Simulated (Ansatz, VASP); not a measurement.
**One calculation of ZnAu, two programs**

```
CELL_PARAMETERS angstrom
3.19011 0.00000 0.00000
0.00000 3.19011 0.00000
0.00000 0.00000 3.06251
ATOMIC_POSITIONS crystal
Zn 0.50000 0.50000 0.50000
Au 0.00000 0.00000 0.00000
```

Alike in both runs: task single point; functional PBEsol; k mesh 16 × 16 × 16; occupations gaussian, width 0.15 eV; no spin polarisation.

|  | VASP | Ansatz |
| --- | --- | --- |
| version | VASP 6.6.1 | Ansatz 0.2.0 |
| potentials or method | VASP PAW PBE potentials, release 64 (Zn, Au), cutoff 520 eV | scalar-relativistic, plane waves, PAW |
| valence electrons in the cell | 23 | 31 |

VASP gave:

- gap on the k mesh at the Fermi level (eV): none
- pressure (GPa): -2.2
- traceless stress, the component that is largest in VASP (GPa): 0.22

Q: Which values does Ansatz return?

A: gap on the k mesh at the Fermi level (eV): none; pressure (GPa): -2.4; traceless stress, the component that is largest in VASP (GPa): 0.24.

VASP's potentials were made for PBE, not for PBEsol. A gap of «none» marks a metal or a gap that the smearing closes. VASP's potentials hold 23 valence electrons a cell and Ansatz's 31, so a difference there can come from the potentials and not from the codes.

Spin-orbit coupling is off throughout.
